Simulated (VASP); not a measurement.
# CdSe (P6_3mc) in VASP: a series of runs

The runs below take CdSe through single point, with PBEsol.

All numbers are computed with VASP 6.6.1; they aren't measurements. Logs are shortened: lines on timing, memory, paths and dates and some standing lists are left out, and cuts for length are marked.

### 1 The cell of the first run

It takes space group P6_3mc (No. 186, hexagonal). The conventional cell has a = 4.344 Å, b = 4.344 Å, c = 6.958 Å, α = 90.00°, β = 90.00°, γ = 120.00°. Within 3.5 Å of Cd (site symmetry 3m) lie 4 Se at 2.64 Å. Within 3.5 Å of Se (site symmetry 3m) lie 4 Cd at 2.64 Å.

### 2 Single point, PBEsol, non-collinear spin, zero start, spin-orbit coupling (film at in-plane strain +0.01)

The input, INCAR:

```
ALGO = Normal
EDIFF = 1E-6
ENCUT = 500
GGA = PS
GGA_COMPAT = False
ISIF = 2
ISMEAR = -1
LASPH = True
LCHARG = False
LNONCOLLINEAR = True
LORBIT = 11
LORBMOM = True
LREAL = False
LSORBIT = True
LWAVE = False
MAGMOM = 0 0 0 0 0 0 0 0 0 0 0 0
NBANDS = 50
NELM = 200
PREC = Accurate
SIGMA = 0.01
```

The input, KPOINTS:

```
k-points
0
Gamma
  6 6 4
```

The input, POSCAR:

```
CdSe
1.0
    4.3441126796      0.0000000000      0.0000000000
   -2.1720563398      3.7621119374      0.0000000000
    0.0000000000      0.0000000000      6.9576772956
Cd Se
2 2
Direct
    0.3333333333      0.6666666667      0.0026066516
    0.6666666667      0.3333333333      0.5026066516
    0.3333333333      0.6666666667      0.3823933484
    0.6666666667      0.3333333333      0.8823933484
```

Potentials or basis: VASP PAW PBE potentials, release 64 (Cd, Se).

The run is started by

```
cat potpaw_PBE.64/Cd/POTCAR potpaw_PBE.64/Se/POTCAR > POTCAR
mpirun -np 1 vasp_ncl > vasp.out
```

OUTCAR:

```text
EDIFF = 1E-6
   ENCUT = 500
   GGA = PS
   ISIF = 2
   ISMEAR = -1
   LASPH = True
   LNONCOLLINEAR = True
   LORBIT = 11
   LREAL = False
   LSORBIT = True
   NELM = 200
   PREC = Accurate

 ion  position               nearest neighbor table
   1  0.333  0.667  0.003-   3 2.64   4 2.64   4 2.64   4 2.64
   2  0.667  0.333  0.503-   4 2.64   3 2.64   3 2.64   3 2.64
   3  0.333  0.667  0.382-   1 2.64   2 2.64   2 2.64   2 2.64
   4  0.667  0.333  0.882-   2 2.64   1 2.64   1 2.64   1 2.64

  LATTYP: Found a hexagonal cell.
 ALAT       =     4.3441126796
 C/A-ratio  =     1.6016337072

  Lattice vectors:

 A1 = (   4.3441126796,   0.0000000000,   0.0000000000)
 A2 = (  -2.1720563398,   3.7621119374,   0.0000000000)
 A3 = (   0.0000000000,   0.0000000000,   6.9576772956)

Analysis of symmetry for initial positions (statically):
=====================================================================
 Subroutine PRICEL returns:
 Original cell was already a primitive cell.

 Routine SETGRP: Setting up the symmetry group for a
 hexagonal supercell.

 Subroutine GETGRP returns: Found 12 space group operations
 (whereof  6 operations were pure point group operations)
 out of a pool of 24 trial point group operations.

The static configuration has the point symmetry C_3v.
 The point group associated with its full space group is C_6v.

Analysis of symmetry for dynamics (positions and initial velocities):
=====================================================================
 Subroutine PRICEL returns:
 Original cell was already a primitive cell.

 Routine SETGRP: Setting up the symmetry group for a
 hexagonal supercell.

 Subroutine GETGRP returns: Found 12 space group operations
 (whereof  6 operations were pure point group operations)
 out of a pool of 24 trial point group operations.

The dynamic configuration has the point symmetry C_3v.
 The point group associated with its full space group is C_6v.

Analysis of structural, dynamic, and magnetic symmetry:
=====================================================================
 Subroutine PRICEL returns:
 Original cell was already a primitive cell.

 Routine SETGRP: Setting up the symmetry group for a
 hexagonal supercell.

 Subroutine GETGRP returns: Found 12 space group operations
 (whereof  6 operations were pure point group operations)
 out of a pool of 24 trial point group operations.

The overall configuration has the point symmetry C_3v.
 The point group associated with its full space group is C_6v.

 Subroutine INISYM returns: Found 12 space group operations
 (whereof  6 operations are pure point group operations),
 and found     1 'primitive' translations

----------------------------------------------------------------------------------------

                                     Primitive cell

  volume of cell :     113.7096

  direct lattice vectors                    reciprocal lattice vectors
     4.344112680  0.000000000  0.000000000     0.230196607  0.132904073  0.000000000
    -2.172056340  3.762111937  0.000000000     0.000000000  0.265808146  0.000000000
     0.000000000  0.000000000  6.957677296     0.000000000  0.000000000  0.143726125

  length of vectors
     4.344112680  4.344112680  6.957677296     0.265808146  0.265808146  0.143726125

  position of ions in fractional coordinates (direct lattice)
     0.333333333  0.666666667  0.002606652
     0.666666667  0.333333333  0.502606652
     0.333333333  0.666666667  0.382393348
     0.666666667  0.333333333  0.882393348

  ion indices of the primitive-cell ions
   primitive index   ion index
                 1           1
                 2           2
                 3           3
                 4           4

----------------------------------------------------------------------------------------

 KPOINTS: k-points

Automatic generation of k-mesh.
 Grid dimensions read from file:
[... 111 lines left out ...]
  ext. energy  EPLUGINS =         0.00000000
  ---------------------------------------------------
  free energy    TOTEN  =       -12.44170341 eV

  energy without entropy =      -12.44170341  energy(sigma->0) =      -12.44170341

 E-fermi :   1.0698     XC(G=0):  -9.0411

 val. band max:        0.8458480231   @ k =   0.0000   0.0000   0.0000
 cond. band min:       1.2574446038   @ k =   0.0000   0.0000   0.0000
 fundamental gap:      0.4115965806
 Fermi energy:         1.0698020101

 k-point     1 :       0.0000    0.0000    0.0000
  band No.  band energies     occupation
      1     -11.8356      1.00000
      2     -11.8356      1.00000
      3     -11.4491      1.00000
      4     -11.4491      1.00000
      5      -7.4387      1.00000
      6      -7.4387      1.00000
[... 1213 lines left out ...]
     47       7.7594      0.00000
     48       7.7594      0.00000

 [... further k-points ...]

 [bands above 48 left out]

------------------------ aborting loop because EDIFF is reached ----------------------------------------

  FORCE on cell =-STRESS in cart. coord.  units (eV):
  Direction    XX          YY          ZZ          XY          YZ          ZX
  --------------------------------------------------------------------------------------
  -------------------------------------------------------------------------------------
  Total       -0.3428009     -0.3428009      0.2228788      0.0000000      0.0000000      0.0000000
  in kB       -4.8300922     -4.8300922      3.1403807      0.0000000      0.0000000      0.0000000
  external PRESSURE =      -2.1732679 kB  Pullay stress =       0.0000000 kB

 VOLUME and BASIS-vectors are now :
 -----------------------------------------------------------------------------
  energy-cutoff  :      500.00
  volume of cell :      113.71
      direct lattice vectors                 reciprocal lattice vectors
     4.344112680  0.000000000  0.000000000     0.230196607  0.132904073  0.000000000
    -2.172056340  3.762111937  0.000000000     0.000000000  0.265808146  0.000000000
     0.000000000  0.000000000  6.957677296     0.000000000  0.000000000  0.143726125

 POSITION                                       TOTAL-FORCE (eV/Angst)
 -----------------------------------------------------------------------------------
     -0.00000      2.50807      0.01814        -0.000000      0.000000     -0.000714
      2.17206      1.25404      3.49697        -0.000000      0.000000     -0.000714
     -0.00000      2.50807      2.66057         0.000000     -0.000000      0.000714
      2.17206      1.25404      6.13941         0.000000     -0.000000      0.000714
 -----------------------------------------------------------------------------------
    total drift:                               -0.000000      0.000000     -0.000312

  FREE ENERGIE OF THE ION-ELECTRON SYSTEM (eV)
  ---------------------------------------------------
  free  energy   TOTEN  =       -12.4417034122 eV

  energy  without entropy=      -12.4417034122  energy(sigma->0) =      -12.44170341

 orbital moment (x)

 # of ion     p       d       tot
 ----------------------------------------
  1        -0.000  -0.000  -0.000
  2         0.000   0.000   0.000
  3         0.000  -0.000   0.000
  4        -0.000   0.000  -0.000
 ----------------------------------------
            0.000  -0.000  -0.000

 orbital moment (y)

 # of ion     p       d       tot
 ----------------------------------------
  1        -0.000   0.000   0.000
  2        -0.000  -0.000  -0.000
  3        -0.000   0.000  -0.000
  4         0.000  -0.000   0.000
 ----------------------------------------
           -0.000  -0.000  -0.000

 orbital moment (z)

 # of ion     p       d       tot
 ----------------------------------------
  1         0.000   0.000   0.000
  2         0.000  -0.000  -0.000
  3         0.000   0.000   0.000
  4         0.000   0.000   0.000
 ----------------------------------------
            0.000   0.000   0.000

 Spin-Orbit-Coupling matrix elements

 Ion:    1  E_soc:     -0.0583502
 l=   1
     0.0000000    -0.0027163    -0.0027561
    -0.0027163     0.0000000    -0.0027163
    -0.0027561    -0.0027163     0.0000000
 l=   2
     0.0000000    -0.0013951     0.0000000    -0.0013951    -0.0056153
    -0.0013951     0.0000000    -0.0042032    -0.0013842    -0.0013951
     0.0000000    -0.0042032     0.0000000    -0.0042032     0.0000000
    -0.0013951    -0.0013842    -0.0042032     0.0000000    -0.0013951
    -0.0056153    -0.0013951     0.0000000    -0.0013951     0.0000000
 l=   3
     0.0000000     0.0000000     0.0000000     0.0000000     0.0000000     0.0000000     0.0000000
     0.0000000     0.0000000     0.0000000     0.0000000     0.0000000     0.0000000     0.0000000
     0.0000000     0.0000000     0.0000000     0.0000000     0.0000000     0.0000000     0.0000000
     0.0000000     0.0000000     0.0000000     0.0000000     0.0000000     0.0000000     0.0000000
[... 49 lines left out ...]
 l=   2
     0.0000000    -0.0000009     0.0000000    -0.0000009    -0.0000073
    -0.0000009     0.0000000    -0.0000053    -0.0000001    -0.0000009
     0.0000000    -0.0000053     0.0000000    -0.0000053     0.0000000
    -0.0000009    -0.0000001    -0.0000053     0.0000000    -0.0000009
    -0.0000073    -0.0000009     0.0000000    -0.0000009     0.0000000
 l=   3
     0.0000000     0.0000000     0.0000000     0.0000000     0.0000000     0.0000000     0.0000000
     0.0000000     0.0000000     0.0000000     0.0000000     0.0000000     0.0000000     0.0000000
     0.0000000     0.0000000     0.0000000     0.0000000     0.0000000     0.0000000     0.0000000
     0.0000000     0.0000000     0.0000000     0.0000000     0.0000000     0.0000000     0.0000000
     0.0000000     0.0000000     0.0000000     0.0000000     0.0000000     0.0000000     0.0000000
     0.0000000     0.0000000     0.0000000     0.0000000     0.0000000     0.0000000     0.0000000
     0.0000000     0.0000000     0.0000000     0.0000000     0.0000000     0.0000000     0.0000000

 total charge

# of ion       s       p       d       tot
------------------------------------------
    1        0.445   0.312   9.551  10.308
    2        0.445   0.312   9.551  10.308
    3        1.445   2.374   0.022   3.841
    4        1.445   2.374   0.022   3.841
--------------------------------------------------
tot          3.781   5.371  19.145  28.298

 magnetization (x)

# of ion       s       p       d       tot
------------------------------------------
    1       -0.000  -0.000  -0.000  -0.000
    2        0.000   0.000   0.000   0.000
    3        0.000   0.000   0.000   0.000
    4        0.000   0.000  -0.000  -0.000
--------------------------------------------------
tot          0.000   0.000   0.000   0.000

 magnetization (y)

# of ion       s       p       d       tot
------------------------------------------
    1        0.000   0.000   0.000   0.000
    2        0.000   0.000  -0.000  -0.000
    3        0.000   0.000   0.000   0.000
    4        0.000   0.000   0.000   0.000
--------------------------------------------------
tot          0.000   0.000  -0.000  -0.000

 magnetization (z)

# of ion       s       p       d       tot
------------------------------------------
    1        0.000   0.000   0.000   0.000
    2       -0.000   0.000   0.000  -0.000
    3       -0.000  -0.000   0.000  -0.000
    4       -0.000   0.000  -0.000   0.000
--------------------------------------------------
tot         -0.000   0.000   0.000  -0.000
```

Wall time 6.7 min (1 thread of Oxide Virtual Turin-like, shared host); peak memory 0.52 GiB.

What came out:

```yaml
Free_energy: -12.4417 eV
Pressure: -0.2 GPa
Net_moment: 0.00 μB per cell
Valence_electrons_inside_the_program's_atomic_spheres: Cd 10.31; Se 3.84
```

Stress tensor (GPa, compression positive):
```
-0.48  0.00  0.00
 0.00 -0.48  0.00
 0.00  0.00  0.31
```

Moments on the atoms (μB; x, y, z):
```
Cd  0.00 0.00 0.00
Cd  0.00 0.00 0.00
Se  0.00 0.00 0.00
Se  0.00 0.00 0.00
```

Caveat: the cell differs from its parent crystal (film at in-plane strain +0.01); the PAW data sets were made with another functional, which shifts forces and pressure a little.

### 3 Single point, PBEsol, non-collinear spin, zero start, spin-orbit coupling (film at in-plane strain +0.02)

The input, INCAR:

```
PREC = Accurate
ENCUT = 500
EDIFF = 1E-6
ISMEAR = -1
SIGMA = 0.01
LREAL = False
LASPH = True
NELM = 200
ALGO = Normal
ISIF = 2
LWAVE = False
LCHARG = False
MAGMOM = 0 0 0 0 0 0 0 0 0 0 0 0
LORBIT = 11
LSORBIT = True
GGA_COMPAT = False
LORBMOM = True
GGA = PS
NBANDS = 50
```

The input, KPOINTS:

```
Automatic mesh
0
Gamma
  6 6 4
```

The input, POSCAR:

```
CdSe
1.0
    4.3871236962      0.0000000000      0.0000000000
   -2.1935618481      3.7993605705      0.0000000000
    0.0000000000      0.0000000000      6.8940631785
Cd Se
2 2
Direct
    0.3333333333      0.6666666667      0.0005537013
    0.6666666667      0.3333333333      0.5005537013
    0.3333333333      0.6666666667      0.3844462987
    0.6666666667      0.3333333333      0.8844462987
```

Potentials or basis: VASP PAW PBE potentials, release 64 (Cd, Se).

The run is started by

```
cat potpaw_PBE.64/Cd/POTCAR potpaw_PBE.64/Se/POTCAR > POTCAR
mpirun -np 1 vasp_ncl > vasp.out
```

Run time: 5.2 min. Hardware: 1 thread of Oxide Virtual Turin-like, shared host; peak memory 0.48 GiB.

Results (log left out):

- Free energy: -12.4274 eV
- Pressure: -0.8 GPa
- Largest force: 0.004 eV/Å
- Net moment: 0.00 μB per cell
- Valence electrons inside the program's atomic spheres: Cd 10.30; Se 3.83

Forces on the atoms (eV/Å):
```
Cd   0.000  0.000 -0.004
Cd   0.000  0.000 -0.004
Se   0.000  0.000  0.004
Se   0.000  0.000  0.004
```

Stress tensor (GPa, compression positive):
```
-1.29  0.00  0.00
 0.00 -1.29  0.00
 0.00  0.00  0.30
```

Moments on the atoms (μB; x, y, z):
```
Cd  0.00 0.00 0.00
Cd  0.00 0.00 0.00
Se  0.00 0.00 0.00
Se  0.00 0.00 0.00
```

Caveat: the cell differs from its parent crystal (film at in-plane strain +0.02); the PAW data sets were made with another functional, which shifts forces and pressure a little.
